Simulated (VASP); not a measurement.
# NaCl (Pm-3m) in VASP: notebook

Aim: see how the results for NaCl move with the level of theory and the settings. Levels: PBE, revPBE. Tasks: single point.

All numbers are computed with VASP 6.6.1; they aren't measurements. Logs are shortened: lines on timing, memory, paths and dates and some standing lists are left out, and cuts for length are marked.

### Step 1. The cell of the first run

Symmetry: Pm-3m, No. 221, cubic system. The conventional cell has a = 3.502 Å, b = 3.502 Å, c = 3.502 Å, α = 90.00°, β = 90.00°, γ = 90.00°. Cl (site symmetry m-3m) has 8 Na at 3.03 Å and 6 Cl at 3.50 Å within 4.0 Å. Within 4.0 Å of Na (site symmetry m-3m) lie 8 Cl at 3.03 Å and 6 Na at 3.50 Å.

### Step 2. Single point, PBE

INCAR

```
SYSTEM = NaCl
PREC = Accurate
ENCUT = 500
EDIFF = 1E-6
ISMEAR = -1
SIGMA = 0.03
LREAL = .FALSE.
LASPH = .TRUE.
NELM = 120
ALGO = Normal
ISIF = 2
LWAVE = .FALSE.
LCHARG = .TRUE.
GGA = PE
LELF = .TRUE.
LVHAR = .TRUE.
NBANDS = 14
GGA_COMPAT = .FALSE.
```

KPOINTS

```
Automatic mesh
0
G
  3 3 3
  0 0 0
```

POSCAR

```
NaCl
1.0
    3.5021900000      0.0000000000      0.0000000000
    0.0000000000      3.5021900000      0.0000000000
    0.0000000000      0.0000000000      3.5021900000
Cl Na
1 1
Direct
    0.5000000000      0.5000000000      0.5000000000
    0.0000000000      0.0000000000      0.0000000000
```

Potentials or basis: VASP PAW PBE potentials, release 64 (Cl, Na_pv).

Launch:

```sh
> cat potpaw_PBE.64/Cl/POTCAR potpaw_PBE.64/Na_pv/POTCAR > POTCAR
> mpirun -np 1 vasp_std > vasp.out
```

OUTCAR:

```text
SYSTEM = NaCl
   PREC = Accurate
   ENCUT = 500
   EDIFF = 1E-6
   ISMEAR = -1
   LREAL = .FALSE.
   LASPH = .TRUE.
   NELM = 120
   ISIF = 2
   GGA = PE

 ion  position               nearest neighbor table
   1  0.500  0.500  0.500-
   2  0.000  0.000  0.000-

  LATTYP: Found a simple cubic cell.
 ALAT       =     3.5021900000

  Lattice vectors:

 A1 = (   3.5021900000,   0.0000000000,   0.0000000000)
 A2 = (   0.0000000000,   3.5021900000,   0.0000000000)
 A3 = (   0.0000000000,   0.0000000000,   3.5021900000)

Analysis of symmetry for initial positions (statically):
=====================================================================
 Subroutine PRICEL returns:
 Original cell was already a primitive cell.

 Routine SETGRP: Setting up the symmetry group for a
 simple cubic supercell.

 Subroutine GETGRP returns: Found 48 space group operations
 (whereof 48 operations were pure point group operations)
 out of a pool of 48 trial point group operations.

The static configuration has the point symmetry O_h .

Analysis of symmetry for dynamics (positions and initial velocities):
=====================================================================
 Subroutine PRICEL returns:
 Original cell was already a primitive cell.

 Routine SETGRP: Setting up the symmetry group for a
 simple cubic supercell.

 Subroutine GETGRP returns: Found 48 space group operations
 (whereof 48 operations were pure point group operations)
 out of a pool of 48 trial point group operations.

The dynamic configuration has the point symmetry O_h .

 Subroutine INISYM returns: Found 48 space group operations
 (whereof 48 operations are pure point group operations),
 and found     1 'primitive' translations

----------------------------------------------------------------------------------------

                                     Primitive cell

  volume of cell :      42.9555

  direct lattice vectors                    reciprocal lattice vectors
     3.502190000  0.000000000  0.000000000     0.285535622  0.000000000  0.000000000
     0.000000000  3.502190000  0.000000000     0.000000000  0.285535622  0.000000000
     0.000000000  0.000000000  3.502190000     0.000000000  0.000000000  0.285535622

  length of vectors
     3.502190000  3.502190000  3.502190000     0.285535622  0.285535622  0.285535622

[... 65 lines left out ...]
   ISIF   =      2    stress and relaxation
   ISYM   =      2    0-nonsym 1-usesym 2-fastsym
   POTIM  = 0.5000    time-step for ionic-motion
   TEBEG  =    0.0;   TEEND  =   0.0 temperature during run
   PSTRESS=    0.0 pullay stress
   NELECT =      14.0000    total number of electrons
   NUPDOWN=      -1.0000    fix difference up-down
   EMIN   =  10.00;   EMAX   =-10.00  energy-range for DOS
   EFERMI =   0.00;   METHOD = LEGACY
   ISMEAR =    -1;   SIGMA  =   0.03  broadening in eV -4-tet -1-fermi 0-gaus
   EFERMI_NEDOS =   21; number of points for ismear=-14 and -15
   IALGO  =     38    algorithm
   IMIX   =      4    mixing-type and parameters
     AMIX     =   0.40;   BMIX     =  1.00
     AMIX_MAG =   1.60;   BMIX_MAG =  1.00
  volume/ion in A,a.u.               =      21.48       144.94
  Fermi-wavevector in a.u.,A,eV,Ry     =   1.126621  2.129005 17.269530  1.269275
  Thomas-Fermi vector in A             =   2.263304
   LORBIT       =      0    0 simple, 1 ext, 2 COOP (PROOUT), +10 PAW based schemes
   GGA     = PE    functional components
   LHFCALC =     F    Hartree Fock is set to
   AEXX    =    0.0000 exact exchange contribution
   IVDW    =     0    specifies the selected vdW correction
   LEPSILON=     F    determine dielectric tensor
   LRPA    =     F    only Hartree local field effects (RPA)
 non-spin polarized calculation
  energy-cutoff  :      500.00
  volume of cell :       42.96
 maximum number of plane-waves:      1095
 NGX is ok and might be reduce to    28
   NGX = 13   NGY = 13   NGZ = 13

 number of electron      13.9999982 magnetization

 Free energy of the ion-electron system (eV)
  ---------------------------------------------------
  ext. energy  EPLUGINS =         0.00000000
  ---------------------------------------------------
  free energy    TOTEN  =        -6.41884979 eV

  energy without entropy =       -6.41884979  energy(sigma->0) =       -6.41884979

 E-fermi :   1.1094     XC(G=0):  -8.4216

 val. band max:        0.3311231155   @ k =   0.3333   0.3333   0.0000
 cond. band min:       4.4160654512   @ k =   0.0000   0.0000   0.0000
 fundamental gap:      4.0849423357
 Fermi energy:         1.1094429881

 k-point     1 :       0.0000    0.0000    0.0000
  band No.  band energies     occupation
      1     -21.6675      2.00000
      2     -21.6675      2.00000
      3     -21.6675      2.00000
      4     -12.9100      2.00000
      5      -0.0290      2.00000
      6      -0.0290      2.00000
      7      -0.0290      2.00000
      8       4.4161      0.00000
      9       9.0222      0.00000
     10       9.0222      0.00000
     11      16.1210      0.00000
     12      16.1210      0.00000
     13      16.1211      0.00000
     14      16.3550      0.00000
[... 37 lines left out ...]
      1     -21.6894      2.00000
      2     -21.6876      2.00000
      3     -21.6876      2.00000
      4     -12.2273      2.00000
      5      -1.3401      2.00000
      6      -1.1555      2.00000
      7      -1.1555      2.00000
      8       7.4796      0.00000
      9       8.7004      0.00000
     10       8.7004      0.00000
     11      13.1217      0.00000
     12      14.3034      0.00000
     13      14.3034      0.00000
     14      15.2474      0.00000

------------------------ aborting loop because EDIFF is reached ----------------------------------------

  FORCE on cell =-STRESS in cart. coord.  units (eV):
  Direction    XX          YY          ZZ          XY          YZ          ZX
  --------------------------------------------------------------------------------------
  -------------------------------------------------------------------------------------
  Total        0.1371563      0.1371563      0.1371563      0.0000000      0.0000000     -0.0000000
  in kB        5.1157260      5.1157260      5.1157260      0.0000000      0.0000000     -0.0000000
  external PRESSURE =       5.1157260 kB  Pullay stress =       0.0000000 kB

 VOLUME and BASIS-vectors are now :
 -----------------------------------------------------------------------------
  energy-cutoff  :      500.00
  volume of cell :       42.96
      direct lattice vectors                 reciprocal lattice vectors
     3.502190000  0.000000000  0.000000000     0.285535622  0.000000000  0.000000000
     0.000000000  3.502190000  0.000000000     0.000000000  0.285535622  0.000000000
     0.000000000  0.000000000  3.502190000     0.000000000  0.000000000  0.285535622

 POSITION                                       TOTAL-FORCE (eV/Angst)
 -----------------------------------------------------------------------------------
      1.75110      1.75110      1.75110         0.000000      0.000000      0.000000
      0.00000      0.00000      0.00000         0.000000      0.000000      0.000000
 -----------------------------------------------------------------------------------
    total drift:                               -0.000000      0.000000      0.000000

  FREE ENERGIE OF THE ION-ELECTRON SYSTEM (eV)
  ---------------------------------------------------
  free  energy   TOTEN  =        -6.4188497932 eV

  energy  without entropy=       -6.4188497932  energy(sigma->0) =       -6.41884979
```

OSZICAR:

```text
N       E                     dE             d eps       ncg     rms          rms(c)
DAV:   1     0.102413100699E+03    0.10241E+03   -0.69018E+03   118   0.102E+03
DAV:   2     0.142991126182E+01   -0.10098E+03   -0.92099E+02   130   0.288E+02
DAV:   3    -0.657256331575E+01   -0.80025E+01   -0.79701E+01   124   0.713E+01
DAV:   4    -0.668795699165E+01   -0.11539E+00   -0.11537E+00   136   0.978E+00
DAV:   5    -0.669060436709E+01   -0.26474E-02   -0.26472E-02   136   0.143E+00    0.227E+00
DAV:   6    -0.645078403175E+01    0.23982E+00   -0.32883E-01   136   0.345E+00    0.163E+00
DAV:   7    -0.641865291001E+01    0.32131E-01   -0.10023E-01   142   0.186E+00    0.114E+00
DAV:   8    -0.641895754487E+01   -0.30463E-03   -0.10858E-02   112   0.934E-01    0.376E-01
DAV:   9    -0.641875519678E+01    0.20235E-03   -0.47550E-04   154   0.161E-01    0.164E-01
DAV:  10    -0.641885131084E+01   -0.96114E-04   -0.22231E-04   118   0.113E-01    0.240E-02
DAV:  11    -0.641884980988E+01    0.15010E-05   -0.80141E-06   148   0.263E-02    0.110E-02
DAV:  12    -0.641884979318E+01    0.16697E-07   -0.27840E-06   112   0.138E-02
   1 F= -.64188498E+01 E0= -.64188498E+01  d E =-.389203E-11
```

stdout:

```text
POSCAR found type information on POSCAR ClNa
 POSCAR found :  2 types and       2 ions
 scaLAPACK will be used
 LDA part: xc-table for (Slater+PW92), standard interpolation
 POSCAR, INCAR and KPOINTS ok, starting setup
 FFT: planning ... GRIDC
 FFT: planning ... GRID_SOFT
 FFT: planning ... GRID
 WAVECAR not read
 entering main loop
```

Run time: 8 s. Hardware: 1 thread of AMD EPYC 7R43 (Zen 3), shared host; peak memory 0.11 GiB.

Results:

```
Free energy            : -6.4188 eV
Pressure               : 0.5 GPa
Band gap on the k mesh : 4.08 eV (least direct gap 4.45 eV)
```

Levels at points of the mesh, in eV from the valence-band top:
```tsv
k point	band 5	band 6	band 7	band 8	band 9	band 10
(0.00, 0.00, 0.00)	-0.36	-0.36	-0.36	4.08	8.69	8.69
```

Caveat: the k points lie up to 0.60 Å⁻¹ apart; an odd mesh through Γ misses points on the zone boundary, where band edges can lie.

### Step 3. Single point, revPBE (19.76 Å³/atom)

This run uses another cell than the first one, of 19.76 Å³/atom.

INCAR

```
SYSTEM = NaCl
PREC = Accurate
ENCUT = 500
EDIFF = 1E-6
ISMEAR = 0
SIGMA = 0.01
LREAL = .False.
LASPH = .True.
NELM = 120
ALGO = Normal
ISIF = 2
LWAVE = .False.
LCHARG = .False.
GGA = RE
NBANDS = 14
GGA_COMPAT = .False.
```

KPOINTS

```
Automatic mesh
0
Gamma
  8 8 8
  0 0 0
```

POSCAR

```
NaCl
1.0
    3.4061908600      0.0000000000      0.0000000000
    0.0000000000      3.4061908600      0.0000000000
    0.0000000000      0.0000000000      3.4061908600
Cl Na
1 1
Direct
    0.5000000000      0.5000000000      0.5000000000
    0.0000000000      0.0000000000      0.0000000000
```

Potentials or basis: VASP PAW PBE potentials, release 64 (Cl, Na_pv).

Launch:

```sh
> cat potpaw_PBE.64/Cl/POTCAR potpaw_PBE.64/Na_pv/POTCAR > POTCAR
> mpirun -np 1 vasp_std > vasp.out
```

It took 13 s on 1 thread of Intel Xeon Platinum 8488C (Sapphire Rapids), shared host; peak memory 0.15 GiB.

Results (log left out):

| Item | Value |
| --- | --- |
| Free energy | -6.0505 eV |
| Pressure | 4.5 GPa |
| Band gap on the k mesh | 4.54 eV (least direct gap 5.09 eV) |

Levels at points of the mesh, in eV from the valence-band top:
| k point | band 5 | band 6 | band 7 | band 8 | band 9 | band 10 |
| --- | --- | --- | --- | --- | --- | --- |
| (0.00, 0.00, 0.00) | -0.55 | -0.55 | -0.55 | 4.54 | 8.62 | 8.62 |
| (0.50, 0.00, 0.00) | -3.27 | -0.29 | -0.29 | 7.41 | 9.40 | 10.54 |
| (0.50, 0.50, 0.00) | -2.53 | -2.53 | 0.00 | 5.75 | 10.18 | 11.85 |
| (0.50, 0.50, 0.50) | -2.09 | -2.09 | -2.09 | 7.31 | 7.31 | 7.31 |

Caveat: the cell stands under pressure; the PAW data sets were made with another functional, which shifts forces and pressure a little.
